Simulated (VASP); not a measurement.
Wanted: the native input for a VASP 6.6.1 run.

```yaml
Task: relaxation of cell and atoms
Functional: PBEsol
Potentials_or_basis: VASP PAW PBE potentials, release 64 (C)
Cutoff: 600 eV
k_mesh: 21 × 21 × 6
Occupations: gaussian, width 0.1 eV
Spin: no spin polarisation
Dipole_correction: no
Further_INCAR_settings: ALGO = Normal; EDIFF = 1e-06; IBRION = 2; EDIFFG = -0.005; NSW = 70; ISIF = 3
```

The structure of C lies in POSCAR:

```
C
1.0
    2.4649634493      0.0000000000      0.0000000000
   -1.2324817246      2.1347209665      0.0000000000
    0.0000000000      0.0000000000      6.7405393636
C
4
Direct
    0.0000000000      0.0000000000      0.0025000117
    0.0000000000      0.0000000000      0.5025000117
    0.3333333333      0.6666666667      0.0024999883
    0.6666666667      0.3333333333      0.5024999883
```

One way to write it, as run:

INCAR

```
ALGO = Normal
EDIFF = 1E-6
EDIFFG = -0.005
ENCUT = 600
GGA = PS
IBRION = 2
ISIF = 3
ISMEAR = 0
LASPH = T
LCHARG = F
LREAL = F
LWAVE = F
NELM = 100
NSW = 70
PREC = Accurate
SIGMA = 0.1
```

KPOINTS

```
k-points
0
Gamma
  21 21 6
```

Potentials or basis: VASP PAW PBE potentials, release 64 (C).

Launch:

```sh
$ cat potpaw_PBE.64/C/POTCAR > POTCAR
$ mpirun -np 1 vasp_std > vasp.out
```

Results of the run:

```json
{
 "Relaxed volume": "9.28 Å³/atom",
 "Relaxed cell": "a = 2.460 Å, b = 2.460 Å, c = 7.085 Å, α = 90.00°, β = 90.00°, γ = 120.00°",
 "Space group after relaxing (to 0.1 Å)": "P6_3/mmc (No. 194)",
 "Energy gained by relaxing": "1.5 meV/atom",
 "Ionic steps": "19",
 "Pressure after relaxing": "0.0 GPa",
 "Band gap on the k mesh": "zero (bands 8 and 9 overlap by 0.01 eV)"
}
```

Caveat: this functional lacks dispersion, which binds the layers, so the pressure and a relaxed spacing across them are unreliable; the PAW data sets were made with another functional, which shifts forces and pressure a little.

Wall time 5.3 min on 1 thread of AMD EPYC 9R45 96-Core Processor (Zen 5), with other jobs on the host, peak memory 0.18 GiB.
